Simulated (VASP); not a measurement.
Write the native input for VASP 6.6.1 that does the following.

| Quantity | Value |
| --- | --- |
| Task | relaxation of cell and atoms |
| Functional | PBE |
| Potentials or basis | VASP PAW PBE potentials, release 64 (B, C) |
| Cutoff | 600 eV |
| k mesh | 6 × 6 × 4 |
| Occupations | gaussian, width 0.1 eV |
| Spin | no spin polarisation |
| Dipole correction | no |
| Further INCAR settings | ALGO = Normal; EDIFF = 1e-06; IBRION = 2; EDIFFG = -0.04; NSW = 90; ISIF = 3 |

The structure of B3C2 lies in POSCAR:

```
B3C2
1.0
    3.9475886245      0.0000000000      0.0000000000
   -1.9737943122      3.4187120325      0.0000000000
    0.0000000000      0.0000000000      5.1026353822
B C
6 4
Direct
    0.7123412430      0.6520301309      0.2500000000
    0.6520301309      0.9396888879      0.7500000000
    0.9396888879      0.2876587570      0.2500000000
    0.0603111121      0.7123412430      0.7500000000
    0.2876587570      0.3479698691      0.7500000000
    0.3479698691      0.0603111121      0.2500000000
    0.6666666667      0.3333333333      0.7500000000
    0.3333333333      0.6666666667      0.2500000000
    0.0000000000      0.0000000000      0.5000000000
    0.0000000000      0.0000000000      0.0000000000
```

The cell was built from a structure type or drawn by symmetry, and may not be a known phase.

The input as run:

INCAR

```
PREC = Accurate
ENCUT = 600
EDIFF = 1E-6
ISMEAR = 0
SIGMA = 0.1
LREAL = False
LASPH = True
NELM = 60
ALGO = Normal
ISIF = 3
LWAVE = False
LCHARG = False
GGA = PE
IBRION = 2
NSW = 90
EDIFFG = -0.04
```

KPOINTS

```
Automatic mesh
0
Gamma
  6 6 4
```

Potentials or basis: VASP PAW PBE potentials, release 64 (B, C).

Run with:

```bash
$ cat potpaw_PBE.64/B/POTCAR potpaw_PBE.64/C/POTCAR > POTCAR
$ mpirun -np 1 vasp_std > vasp.out
```

Results of the run:

```json
{"Relaxed volume": "6.89 Å³/atom", "Relaxed cell": "a = 3.955 Å, b = 3.955 Å, c = 5.083 Å, α = 90.00°, β = 90.00°, γ = 120.00°", "Space group after relaxing (to 0.1 Å)": "P6_3/m (No. 176)", "Energy gained by relaxing": "0.2 meV/atom", "Ionic steps": "4", "Pressure after relaxing": "0.5 GPa", "Largest force after relaxing": "0.027 eV/Å", "Band gap on the k mesh": "zero (bands 17 and 18 overlap by 1.63 eV)"}
```

Run time: 40 s on 1 thread of Intel(R) Xeon(R) 6975P-C (Granite Rapids), with other jobs on the host, peak memory 0.21 GiB.
